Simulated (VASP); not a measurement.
Runs of VASP 6.6.1 on SrO. The structure is that of space group Fm-3m (No. 225), or close to it. The cells are those of the table. 

```csv
task,cell,gap on the mesh (eV),pressure (GPa)
single point,"a = 3.598 Å, angles 60.0, 60.0, 90.0°, 2 atoms",(b),2.6
single point,"a = 3.545 Å, angles 60.0, 60.0, 90.0°, 2 atoms",3.09,7.8
relaxation of cell and atoms,"relaxed to 15 GPa from a = 3.622 Å, angles 60.0, 60.0, 90.0°, 2 atoms",3.00,15.0
relaxation of cell and atoms,"relaxed to 10 GPa from a = 3.622 Å, angles 60.0, 60.0, 90.0°, 2 atoms",(c),10.0
relaxation of cell and atoms,"relaxed to 4 GPa from a = 3.622 Å, angles 60.0, 60.0, 90.0°, 2 atoms",(a),4.0
relaxation of cell and atoms,"relaxed to 7 GPa from a = 3.622 Å, angles 60.0, 60.0, 90.0°, 2 atoms",3.09,7.0
single point,"a = 3.518 Å, angles 60.0, 60.0, 90.0°, 2 atoms",3.06,10.9
single point,"a = 3.478 Å, angles 60.0, 60.0, 90.0°, 2 atoms",2.98,16.0
```

Alike in all rows: level PBEsol; potentials or basis VASP PAW PBE potentials, release 64 (Sr_sv, O); no spin polarisation; k mesh 8 × 8 × 8; cutoff (eV) 600; smearing gaussian 0.01 eV.

Problem. Estimate the missing entries.

Solution. (a) 3.12; (b) 3.13; (c) 3.07.

Caveats: the PAW data sets were made with another functional, which shifts forces and pressure a little; the cell is relaxed towards a set pressure, so the run minimises the enthalpy, not the energy (at least some runs); the cell stands under pressure (at least some runs).

A k mesh can miss the band edges, and the runs leave out spin-orbit coupling on Sr.
